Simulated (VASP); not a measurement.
A run of VASP 6.6.1 is set up as follows.

The input INCAR:

```
  PREC = Accurate
  ENCUT = 520
  EDIFF = 1E-6
  ISMEAR = -1
  SIGMA = 0.05
  LREAL = False
  LASPH = True
  NELM = 150
  ALGO = Normal
  ISIF = 2
  LWAVE = False
  LCHARG = True
  ISPIN = 2
  MAGMOM = 0 0 3 3 0 0 0 0 0
  LORBIT = 11
  LMAXMIX = 4
  GGA = RE
  LELF = True
  LVHAR = True
  NBANDS = 47
```

KPOINTS

```
regular mesh
0
Gamma
  3 5 3
```

The input POSCAR:

```
CsLiCr2Te2S3
1.0
    7.1245479500      0.0000000000      0.0379836135
    0.0000000000      4.0453389220      0.0000000000
   -2.6719911565      0.0000000000      8.9032282097
Cs Li Cr Te S
1 1 2 2 3
Direct
    0.0743542353      0.0000000000      0.3725929423
    0.8699175379      0.5000000000      0.7912179638
    0.1265717978      0.0000000000      0.9465571287
    0.5908912980      0.5000000000      0.9697189539
    0.5051117863      0.0000000000      0.1466783505
    0.5595922690      0.0000000000      0.7523750049
    0.8760042139      0.0000000000      0.6897139377
    0.2526448152      0.5000000000      0.8472855056
    0.9593620466      0.5000000000      0.0518002124
```

Potentials or basis: VASP PAW PBE potentials, release 64 (Cs_sv, Li_sv, Cr_pv, Te, S).

Command:

```sh
$ cat potpaw_PBE.64/Cs_sv/POTCAR potpaw_PBE.64/Li_sv/POTCAR potpaw_PBE.64/Cr_pv/POTCAR potpaw_PBE.64/Te/POTCAR potpaw_PBE.64/S/POTCAR > POTCAR
$ mpirun -np 1 vasp_std > vasp.out
```

Estimate the largest force.

0.027 eV/Å.

Estimate the net moment.

6.00 μB per cell.

Forces on the atoms (eV/Å):
```
Cs   0.004  0.000  0.005
Li  -0.006  0.000  0.011
Cr  -0.001  0.000  0.004
Cr   0.003  0.000  0.006
Te  -0.001  0.000 -0.004
Te   0.024  0.000 -0.011
S   -0.027  0.000 -0.006
S    0.007  0.000 -0.004
S   -0.003  0.000 -0.002
```

Caveat: the PAW data sets were made with another functional, which shifts forces and pressure a little; the run started ferromagnetic, and an antiferromagnetic order may lie lower in energy.
